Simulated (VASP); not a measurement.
Write the native input for VASP 6.6.1 that does the following.

```
Task                   : single point
Functional             : PBE
Dispersion             : D4
Potentials or basis    : VASP PAW PBE potentials, release 64 (Zn, O)
Cutoff                 : 520 eV
k mesh                 : 8 × 8 × 6
Occupations            : gaussian, width 0.05 eV
Spin                   : no spin polarisation
Dipole correction      : no
Further INCAR settings : ALGO = Normal; EDIFF = 1e-06; NBANDS = 26
```

The structure of ZnO lies in POSCAR:

```
ZnO
1.0
    3.2079815419      0.0000000000      0.0000000000
   -1.6039907709      2.7781935102      0.0000000000
    0.0000000000      0.0000000000      5.1765136861
Zn O
2 2
Direct
    0.3333333333      0.6666666667      0.0015124609
    0.6666666667      0.3333333333      0.5015124609
    0.3333333333      0.6666666667      0.3805875391
    0.6666666667      0.3333333333      0.8805875391
```

This cell differs from its parent crystal: volume scaled by 0.96.

These files were run (other wordings do the same):

INCAR

```
PREC = Accurate
ENCUT = 520
EDIFF = 1E-6
ISMEAR = 0
SIGMA = 0.05
LREAL = False
LASPH = True
NELM = 100
ALGO = Normal
ISIF = 2
LWAVE = False
LCHARG = False
GGA = PE
IVDW = 13
NBANDS = 26
```

KPOINTS

```
regular mesh
0
Gamma
  8 8 6
```

Potentials or basis: VASP PAW PBE potentials, release 64 (Zn, O).

Run with:

```sh
$ cat potpaw_PBE.64/Zn/POTCAR potpaw_PBE.64/O/POTCAR > POTCAR
$ mpirun -np 1 vasp_std > vasp.out
```

Results of the run:

```yaml
Pressure: 7.5 GPa
Largest_force: 0.004 eV/Å
Band_gap_on_the_k_mesh: 0.82 eV, direct
Dispersion_energy_per_atom: -0.247 eV
```

Wall time 38 s on 1 thread of Intel(R) Xeon(R) Platinum 8259CL CPU @ 2.50GHz (Skylake/Cascade Lake), on a shared host, peak memory 0.18 GiB.
